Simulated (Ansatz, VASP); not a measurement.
CdS in VASP and in Ansatz

```xyz
2
Lattice="2.8783 2.8783 0.0000 -2.8783 2.8783 0.0000 0.0000 2.8783 2.8783" Properties=species:S:1:pos:R:3 pbc="T T T"
Cd    0.0000    0.0000    0.0000
S     1.4391    4.3174    1.4391
```

Alike in both runs: functional LDA; k mesh 12 × 12 × 12; occupations fermi-dirac, width 0.08 eV; no spin polarisation.

Ansatz relaxed the structure, and its values are those at the end. VASP's run is a single point on that final structure, the one shown.

|  | VASP | Ansatz |
| --- | --- | --- |
| version | VASP 6.6.1 | Ansatz 0.2.0 |
| potentials or method | VASP PAW LDA potentials, release 64 (Cd, S) | PAW with Ansatz's default frozen-core files, scalar-relativistic |
| plane-wave cutoff (eV) | 520 | 420 |
| valence electrons in the cell | 18 | 26 |

Ansatz gave:

```
pressure (GPa) : 0.0
```

Which values does VASP return?

Pressure (GPa): 0.6.

LDA's correlation is that of Perdew and Zunger in VASP and of Perdew and Wang (1992) in Ansatz. VASP's potentials hold 18 valence electrons a cell and Ansatz's 26, so a difference there can come from the potentials and not from the codes.
